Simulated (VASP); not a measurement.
Here is a VASP 6.6.1 calculation.

The input INCAR:

```
SYSTEM = NiO
PREC = Accurate
ENCUT = 520
EDIFF = 1E-6
ISMEAR = 0
SIGMA = 0.1
LREAL = .False.
LASPH = .True.
NELM = 150
ALGO = Normal
ISIF = 2
LWAVE = .False.
LCHARG = .True.
ISPIN = 2
MAGMOM = 1.07 0.18
LORBIT = 11
LMAXMIX = 4
GGA = PS
LELF = .True.
LVHAR = .True.
NBANDS = 19
```

File KPOINTS:

```
regular mesh
0
Gamma
  8 8 8
  0 0 0
```

The input POSCAR:

```
NiO
1.0
    0.0000000000      2.0528784198      2.0528784198
    2.0528784198      0.0000000000      2.0528784198
    2.0528784198      2.0528784198      0.0000000000
Ni O
1 1
Direct
    0.0000000000      0.0000000000      0.0000000000
    0.5000000000      0.5000000000      0.5000000000
```

Potentials or basis: VASP PAW PBE potentials, release 64 (Ni, O).

Command:

```bash
$ cat potpaw_PBE.64/Ni/POTCAR potpaw_PBE.64/O/POTCAR > POTCAR
$ mpirun -np 1 vasp_std > vasp.out
```

Question: What does it give for the net moment?

Answer: 0.78 μB per cell.

Question: What does it give for the pressure?

Answer: -0.9 GPa.

Caveat: the PAW data sets were made with another functional, which shifts forces and pressure a little; a cell with one magnetic atom can't hold antiferromagnetic order, which such compounds often take.
